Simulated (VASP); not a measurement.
# Hf (P6_3/mmc) in VASP: single point with PBE

Aim: the single point of Hf with PBE.

All numbers are computed with VASP 6.6.1; they aren't measurements. Logs are shortened: lines on timing, memory, paths and dates and some standing lists are left out, and cuts for length are marked.

### Step 1. The cell of the first run

It takes space group P6_3/mmc (No. 194, hexagonal). Conventional cell: a = 3.198 Å, b = 3.198 Å, c = 5.081 Å, α = 90.00°, β = 90.00°, γ = 120.00°. Within 4.1 Å of Hf (site symmetry -6m2) lie 12 Hf at 3.14 to 3.20 Å.

### Step 2. Single point, PBE

The input, INCAR:

```
SYSTEM = Hf
ALGO = Normal
EDIFF = 1E-6
ENCUT = 500
GGA = PE
GGA_COMPAT = .FALSE.
ISIF = 2
ISMEAR = 0
LASPH = .TRUE.
LCHARG = .FALSE.
LREAL = .FALSE.
LWAVE = .FALSE.
NBANDS = 17
NELM = 120
PREC = Accurate
SIGMA = 0.05
```

The input, KPOINTS:

```
k-points
0
G
  8 8 4
  0 0 0
```

The input, POSCAR:

```
Hf
1.0
    3.1977630995      0.0000000000      0.0000000000
   -1.5988815498      2.7693440795      0.0000000000
    0.0000000000      0.0000000000      5.0810400968
Hf
2
Direct
    0.3333333333      0.6666666667      0.7500000000
    0.6666666667      0.3333333333      0.2500000000
```

Potentials or basis: VASP PAW PBE potentials, release 64 (Hf_pv).

Command:

```console
$ cat potpaw_PBE.64/Hf_pv/POTCAR > POTCAR
$ mpirun -np 1 vasp_std > vasp.out
```

OUTCAR:

```text
SYSTEM = Hf
   EDIFF = 1E-6
   ENCUT = 500
   GGA = PE
   ISIF = 2
   ISMEAR = 0
   LASPH = .TRUE.
   LREAL = .FALSE.
   NELM = 120
   PREC = Accurate

 ion  position               nearest neighbor table
   1  0.333  0.667  0.750-   2 3.14   2 3.14   2 3.14   2 3.14   2 3.14   2 3.14
   2  0.667  0.333  0.250-   1 3.14   1 3.14   1 3.14   1 3.14   1 3.14   1 3.14

  LATTYP: Found a hexagonal cell.
 ALAT       =     3.1977630995
 C/A-ratio  =     1.5889357462

  Lattice vectors:

 A1 = (   3.1977630995,   0.0000000000,   0.0000000000)
 A2 = (  -1.5988815498,   2.7693440795,   0.0000000000)
 A3 = (   0.0000000000,   0.0000000000,   5.0810400968)

Analysis of symmetry for initial positions (statically):
=====================================================================
 Subroutine PRICEL returns:
 Original cell was already a primitive cell.

 Routine SETGRP: Setting up the symmetry group for a
 hexagonal supercell.

 Subroutine GETGRP returns: Found 24 space group operations
 (whereof 12 operations were pure point group operations)
 out of a pool of 24 trial point group operations.

The static configuration has the point symmetry D_3d.
 The point group associated with its full space group is D_6h.

Analysis of symmetry for dynamics (positions and initial velocities):
=====================================================================
 Subroutine PRICEL returns:
 Original cell was already a primitive cell.

 Routine SETGRP: Setting up the symmetry group for a
 hexagonal supercell.

 Subroutine GETGRP returns: Found 24 space group operations
 (whereof 12 operations were pure point group operations)
 out of a pool of 24 trial point group operations.

The dynamic configuration has the point symmetry D_3d.
 The point group associated with its full space group is D_6h.

 Subroutine INISYM returns: Found 24 space group operations
 (whereof 12 operations are pure point group operations),
 and found     1 'primitive' translations

----------------------------------------------------------------------------------------

                                     Primitive cell

  volume of cell :      44.9962

  direct lattice vectors                    reciprocal lattice vectors
     3.197763099  0.000000000  0.000000000     0.312718600  0.180548168  0.000000000
    -1.598881550  2.769344080  0.000000000     0.000000000  0.361096336  0.000000000
     0.000000000  0.000000000  5.081040097     0.000000000  0.000000000  0.196810098

  length of vectors
     3.197763099  3.197763100  5.081040097     0.361096336  0.361096336  0.196810098

  position of ions in fractional coordinates (direct lattice)
     0.333333333  0.666666667  0.750000000
     0.666666667  0.333333333  0.250000000

  ion indices of the primitive-cell ions
   primitive index   ion index
                 1           1
                 2           2

----------------------------------------------------------------------------------------

 KPOINTS: k-points

Automatic generation of k-mesh.
 Grid dimensions read from file:
 generate k-points for:    8    8    4

 Generating k-lattice:

  Cartesian coordinates                     Fractional coordinates (reciprocal lattice)
     0.039089825  0.022568521  0.000000000     0.125000000 -0.000000000  0.000000000
     0.000000000  0.045137042  0.000000000     0.000000000  0.125000000  0.000000000
     0.000000000  0.000000000  0.049202525     0.000000000  0.000000000  0.250000000

  Length of vectors
     0.045137042  0.045137042  0.049202525

  Shift w.r.t. Gamma in fractional coordinates (k-lattice)
     0.000000000  0.000000000  0.000000000

 Subroutine IBZKPT returns following result:
 ===========================================

 Found     30 irreducible k-points:

 Following reciprocal coordinates:
            Coordinates               Weight
  0.000000  0.000000  0.000000      1.000000
  0.125000 -0.000000  0.000000      6.000000
  0.250000 -0.000000  0.000000      6.000000
  0.375000 -0.000000  0.000000      6.000000
  0.500000 -0.000000  0.000000      3.000000
  0.125000  0.125000  0.000000      6.000000
[... 16 lines left out ...]
  0.250000 -0.000000  0.500000      6.000000
  0.375000 -0.000000  0.500000      6.000000
 [... further k-points ...]
   k-points           NKPTS =     30   k-points in BZ     NKDIM =     30   number of bands    NBANDS=     17
   number of dos      NEDOS =    301   number of ions     NIONS =      2
   total plane-waves  NPLWV =  23040
   dimension x,y,z NGX =    24 NGY =   24 NGZ =   40
   dimension x,y,z NGXF=    48 NGYF=   48 NGZF=   80
   ions per type =               2
   NGX,Y,Z   is equivalent  to a cutoff of  12.48, 12.48, 13.09 a.u.
   NGXF,Y,Z  is equivalent  to a cutoff of  24.95, 24.95, 26.18 a.u.
 SYSTEM =  Hf
   PREC   = accura    normal or accurate (medium, high low for compatibility)
   ISTART =      0    job   : 0-new  1-cont  2-samecut
   ICHARG =      2    charge: 1-file 2-atom 10-const
   ISPIN  =      1    spin polarized calculation?
   LNONCOLLINEAR =      F non collinear calculations
   LSORBIT =      F    spin-orbit coupling
   LASPH  =      T    aspherical Exc in radial PAW
   ENCUT  =  500.0 eV  36.75 Ry    6.06 a.u.   5.83  5.83  9.26*2*pi/ulx,y,z
   NELM   =    120;   NELMIN=  2; NELMDL= -5     # of ELM steps
   EDIFF  = 0.1E-05   stopping-criterion for ELM
   LREAL  =      F    real-space projection
   EDIFFG = 0.1E-04   stopping-criterion for IOM
   NSW    =      0    number of steps for IOM
   IBRION =     -1    ionic relax: 0-MD 1-quasi-New 2-CG
   NFREE  =      0    steps in history (QN), initial steepest desc. (CG)
   ISIF   =      2    stress and relaxation
   ISYM   =      2    0-nonsym 1-usesym 2-fastsym
   POTIM  = 0.5000    time-step for ionic-motion
   TEBEG  =    0.0;   TEEND  =   0.0 temperature during run
   PSTRESS=    0.0 pullay stress
   NELECT =      20.0000    total number of electrons
   NUPDOWN=      -1.0000    fix difference up-down
   EMIN   =  10.00;   EMAX   =-10.00  energy-range for DOS
   EFERMI =   0.00;   METHOD = LEGACY
   ISMEAR =     0;   SIGMA  =   0.05  broadening in eV -4-tet -1-fermi 0-gaus
   EFERMI_NEDOS =   21; number of points for ismear=-14 and -15
   IALGO  =     38    algorithm
   IMIX   =      4    mixing-type and parameters
     AMIX     =   0.40;   BMIX     =  1.00
     AMIX_MAG =   1.60;   BMIX_MAG =  1.00
  volume/ion in A,a.u.               =      22.50       151.82
  Fermi-wavevector in a.u.,A,eV,Ry     =   1.249375  2.360977 21.237857  1.560938
  Thomas-Fermi vector in A             =   2.383419
   LORBIT       =      0    0 simple, 1 ext, 2 COOP (PROOUT), +10 PAW based schemes
   GGA     = PE    functional components
   LHFCALC =     F    Hartree Fock is set to
   AEXX    =    0.0000 exact exchange contribution
   IVDW    =     0    specifies the selected vdW correction
   LEPSILON=     F    determine dielectric tensor
   LRPA    =     F    only Hartree local field effects (RPA)
 non-spin polarized calculation
 Gauss-broadening in eV      SIGMA  =   0.05
  energy-cutoff  :      500.00
  volume of cell :       45.00
 maximum number of plane-waves:      1162
 NGX is ok and might be reduce to    24
   NGX = 11   NGY = 11   NGZ = 19

 number of electron      20.0000005 magnetization

 Free energy of the ion-electron system (eV)
  ---------------------------------------------------
  ext. energy  EPLUGINS =         0.00000000
  ---------------------------------------------------
  free energy    TOTEN  =       -19.86465211 eV

  energy without entropy =      -19.86309548  energy(sigma->0) =      -19.86387379

 E-fermi :   4.9348     XC(G=0): -11.2576

 val. band max:        4.9291896896   @ k =   0.0000   0.0000   0.2500
 cond. band min:       4.9684634047   @ k =   0.3750   0.2500   0.2500
 fundamental gap:      0.0392737151
 Fermi energy:         4.9347829984

 k-point     1 :       0.0000    0.0000    0.0000
  band No.  band energies     occupation
      1     -26.1918      2.00000
      2     -25.4675      2.00000
      3     -25.4675      2.00000
      4     -25.3488      2.00000
      5     -25.3448      2.00000
      6     -25.3448      2.00000
[... 9 lines left out ...]
     16       7.5403      0.00000
     17      10.1906      0.00000

 k-point     2 :       0.1250   -0.0000    0.0000
  band No.  band energies     occupation
      1     -26.1528      2.00000
      2     -25.5504      2.00000
      3     -25.4948      2.00000
      4     -25.4315      2.00000
      5     -25.3667      2.00000
      6     -25.3564      2.00000
[... 9 lines left out ...]
     16       7.2885      0.00000
     17      10.5018      0.00000

 k-point     3 :       0.2500   -0.0000    0.0000
  band No.  band energies     occupation
      1     -26.0477      2.00000
      2     -25.7509      2.00000
      3     -25.6306      2.00000
      4     -25.5572      2.00000
      5     -25.4204      2.00000
      6     -25.3874      2.00000
[... 9 lines left out ...]
     16       8.4604      0.00000
     17      10.9611      0.00000

 k-point     4 :       0.3750   -0.0000    0.0000
  band No.  band energies     occupation
      1     -25.9505      2.00000
      2     -25.9132      2.00000
      3     -25.8172      2.00000
      4     -25.6164      2.00000
      5     -25.5032      2.00000
      6     -25.4207      2.00000
[... 9 lines left out ...]
     16      10.0557      0.00000
     17      11.2155      0.00000

 k-point     5 :       0.5000   -0.0000    0.0000
  band No.  band energies     occupation
      1     -26.0325      2.00000
      2     -25.8915      2.00000
      3     -25.8338      2.00000
      4     -25.6403      2.00000
      5     -25.5611      2.00000
      6     -25.4349      2.00000
[... 9 lines left out ...]
     16      11.2849      0.00000
     17      11.7688      0.00000

 k-point     6 :       0.1250    0.1250    0.0000
  band No.  band energies     occupation
      1     -26.0805      2.00000
      2     -25.6650      2.00000
      3     -25.6211      2.00000
      4     -25.5015      2.00000
      5     -25.4026      2.00000
      6     -25.3962      2.00000
[... 9 lines left out ...]
     16       8.2665      0.00000
     17      10.7111      0.00000

 k-point     7 :       0.2500    0.1250    0.0000
  band No.  band energies     occupation
      1     -25.9582      2.00000
      2     -25.8496      2.00000
      3     -25.7711      2.00000
      4     -25.5979      2.00000
      5     -25.4734      2.00000
      6     -25.4506      2.00000
[... 9 lines left out ...]
     16       9.8938      0.00000
     17      10.8986      0.00000

 k-point     8 :       0.3750    0.1250    0.0000
  band No.  band energies     occupation
      1     -25.9888      2.00000
      2     -25.8568      2.00000
      3     -25.8353      2.00000
      4     -25.6741      2.00000
      5     -25.5595      2.00000
      6     -25.4855      2.00000
[... 9 lines left out ...]
     16      10.9827      0.00000
     17      11.5777      0.00000
[... 203 lines left out ...]
      1     -25.9856      2.00000
      2     -25.9426      2.00000
      3     -25.7376      2.00000
      4     -25.6756      2.00000
      5     -25.5718      2.00000
      6     -25.4877      2.00000
[... 9 lines left out ...]
     16      10.9700      0.00000
     17      11.7948      0.00000

 k-point    20 :       0.3750    0.2500    0.2500
  band No.  band energies     occupation
      1     -25.9888      2.00000
      2     -25.9249      2.00000
      3     -25.8329      2.00000
      4     -25.6684      2.00000
      5     -25.5872      2.00000
      6     -25.5230      2.00000
[... 9 lines left out ...]
     16      10.5829      0.00000
     17      11.4728      0.00000

 k-point    21 :       0.0000    0.0000    0.5000
  band No.  band energies     occupation
      1     -25.7852      2.00000
      2     -25.7852      2.00000
      3     -25.4064      2.00000
      4     -25.4064      2.00000
      5     -25.4064      2.00000
      6     -25.4064      2.00000
[... 9 lines left out ...]
     16       9.6487      0.00000
     17       9.6487      0.00000

 k-point    22 :       0.1250   -0.0000    0.5000
  band No.  band energies     occupation
      1     -25.8021      2.00000
      2     -25.8021      2.00000
      3     -25.4604      2.00000
      4     -25.4604      2.00000
      5     -25.4260      2.00000
      6     -25.4260      2.00000
[... 9 lines left out ...]
     16       9.5513      0.00000
     17       9.6806      0.00000

 k-point    23 :       0.2500   -0.0000    0.5000
  band No.  band energies     occupation
      1     -25.8904      2.00000
      2     -25.8904      2.00000
      3     -25.5383      2.00000
      4     -25.5383      2.00000
      5     -25.4730      2.00000
      6     -25.4730      2.00000
[... 9 lines left out ...]
     16       9.5651      0.00000
     17       9.8576      0.00000

 k-point    24 :       0.3750   -0.0000    0.5000
  band No.  band energies     occupation
      1     -26.0320      2.00000
      2     -26.0320      2.00000
      3     -25.5565      2.00000
      4     -25.5565      2.00000
      5     -25.5195      2.00000
      6     -25.5195      2.00000
[... 9 lines left out ...]
     16      10.2682      0.00000
     17      10.3321      0.00000

 [... further k-points ...]

------------------------ aborting loop because EDIFF is reached ----------------------------------------

  FORCE on cell =-STRESS in cart. coord.  units (eV):
  Direction    XX          YY          ZZ          XY          YZ          ZX
  --------------------------------------------------------------------------------------
  -------------------------------------------------------------------------------------
  Total       -0.1082804     -0.1082804     -0.1428778      0.0000000     -0.0000000      0.0000000
  in kB       -3.8555354     -3.8555354     -5.0874424      0.0000000     -0.0000000      0.0000000
  external PRESSURE =      -4.2661710 kB  Pullay stress =       0.0000000 kB

 VOLUME and BASIS-vectors are now :
 -----------------------------------------------------------------------------
  energy-cutoff  :      500.00
  volume of cell :       45.00
      direct lattice vectors                 reciprocal lattice vectors
     3.197763099  0.000000000  0.000000000     0.312718600  0.180548168  0.000000000
    -1.598881550  2.769344080  0.000000000     0.000000000  0.361096336  0.000000000
     0.000000000  0.000000000  5.081040097     0.000000000  0.000000000  0.196810098

 POSITION                                       TOTAL-FORCE (eV/Angst)
 -----------------------------------------------------------------------------------
     -0.00000      1.84623      3.81078         0.000000     -0.000000      0.000000
      1.59888      0.92311      1.27026        -0.000000      0.000000      0.000000
 -----------------------------------------------------------------------------------
    total drift:                                0.000000     -0.000000      0.000000

  FREE ENERGIE OF THE ION-ELECTRON SYSTEM (eV)
  ---------------------------------------------------
  free  energy   TOTEN  =       -19.8646521096 eV

  energy  without entropy=      -19.8630954779  energy(sigma->0) =      -19.86387379
```

Run time: 18 s. Hardware: 1 thread of Intel Xeon 8259CL, shared host; peak memory 0.17 GiB.

Results:

```
Free energy            : -19.8647 eV
Pressure               : -0.4 GPa
Band gap on the k mesh : zero (bands 10 and 11 overlap by 1.45 eV)
```

Stress tensor (GPa, compression positive):
```
-0.39  0.00  0.00
 0.00 -0.39  0.00
 0.00  0.00 -0.51
```

Levels at points of the mesh, in eV from the Fermi level:
| k point | band 6 | band 7 | band 8 | band 9 | band 10 | band 11 | band 12 | band 13 | band 14 | band 15 |
| --- | --- | --- | --- | --- | --- | --- | --- | --- | --- | --- |
| (0.00, 0.00, 0.00) | -30.28 | -7.42 | -3.76 | 0.53 | 1.13 | 1.13 | 1.36 | 1.94 | 1.94 | 2.61 |
| (0.50, 0.00, 0.00) | -30.37 | -3.39 | -2.78 | -2.27 | -0.85 | 0.77 | 0.79 | 1.59 | 5.83 | 6.32 |
| (0.00, 0.00, 0.50) | -30.34 | -5.46 | -5.46 | 0.07 | 0.07 | 1.03 | 1.03 | 1.03 | 1.03 | 4.71 |
| (0.50, 0.00, 0.50) | -30.47 | -3.44 | -3.44 | -1.04 | -1.04 | 1.11 | 1.11 | 2.60 | 2.60 | 5.99 |

Caveat: spin-orbit coupling is left out, which moves the levels of the heavy elements.

The gap in the log of VASP goes by the Fermi energy; the results here count the filled bands.